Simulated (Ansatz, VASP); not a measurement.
**One calculation of N, two programs**

```
CELL_PARAMETERS angstrom
9.00000 0.00000 0.00000
0.00000 9.50000 0.00000
0.00000 0.00000 10.00000
ATOMIC_POSITIONS crystal
N 0.50000 0.50000 0.44534
N 0.50000 0.50000 0.55466
```

Alike in both runs: functional LDA; k mesh 1 × 1 × 1; occupations fermi-dirac, width 0.05 eV; no spin polarisation.

Ansatz relaxed the structure, and its values are those at the end. VASP's run is a single point on that final structure, the one shown.

```csv
,VASP,Ansatz
version,VASP 6.6.1,Ansatz 0.2.0
potentials or method,"VASP PAW LDA potentials, release 64 (N_h), cutoff 910 eV","plane waves, PAW"
valence electrons in the cell,10,10
```

Ansatz gave:

* rms of the force components (eV/Å): 0.005

What did VASP give for the same quantities?

rms of the force components (eV/Å): 0.180.

LDA's correlation is that of Perdew and Zunger in VASP and of Perdew and Wang (1992) in Ansatz. One of these differences is far larger than is usual between the two programs; its cause wasn't traced.

Noted on VASP's run: the cutoff is short for stress, so the pressure is rough.
